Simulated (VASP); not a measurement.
NaI: single point with r2SCAN

Crystal: NaI.

```
Na I
1.0
     0.00000    3.13931    3.23640
     3.13931    0.00000    3.23640
     3.13931    3.13931    0.00000
Na I
1 1
Direct
  0.00000 0.00000 0.00000
  0.50000 0.50000 0.50000
```

This cell differs from its parent crystal: strain -0.030 along x and y, +0.000 along z.

```json
{"Program": "VASP 6.6.1", "Task": "single point", "Functional": "r2SCAN", "Potentials or basis": "VASP PAW PBE potentials, release 64 (Na_pv, I)", "Cutoff": "520 eV", "k mesh": "6 × 6 × 6", "Occupations": "gaussian, width 0.05 eV", "Spin": "no spin polarisation", "Dipole correction": "no", "Further INCAR settings": "ALGO = Normal; EDIFF = 1e-06; NBANDS = 14"}
```

```yaml
Pressure: 1.0 GPa
Band_gap_on_the_k_mesh: 4.62 eV
```

Stress tensor (GPa, compression positive):
```
1.40 0.00 0.00
0.00 1.40 0.00
0.00 0.00 0.34
```

Levels at points of the mesh, in eV from the valence-band top:
```csv
k point,band 3,band 4,band 5,band 6,band 7,band 8,band 9,band 10,band 11,band 12
"(0.00, 0.00, 0.00)",-23.21,-11.54,-0.03,-0.03,0.00,4.62,8.32,8.52,8.52,10.22
"(0.50, 0.00, 0.00)",-23.21,-11.14,-2.43,-0.39,-0.33,5.69,7.98,8.23,10.24,11.21
"(0.50, 0.50, 0.00)",-23.22,-11.07,-2.17,-0.81,-0.81,5.29,5.95,10.99,12.34,12.75
"(0.50, 0.00, 0.50)",-23.22,-11.03,-2.16,-0.96,-0.83,5.23,5.86,11.20,12.33,12.34
```

Run time: 45 s on 1 thread of Intel(R) Xeon(R) 6975P-C (Granite Rapids) (shared host), peak memory 0.21 GiB.

Caveat: the cell differs from its parent crystal (strain -0.030 along x and y, +0.000 along z); the PAW data sets were made with another functional, which shifts forces and pressure a little; spin-orbit coupling is left out, which moves the levels of the heavy elements.
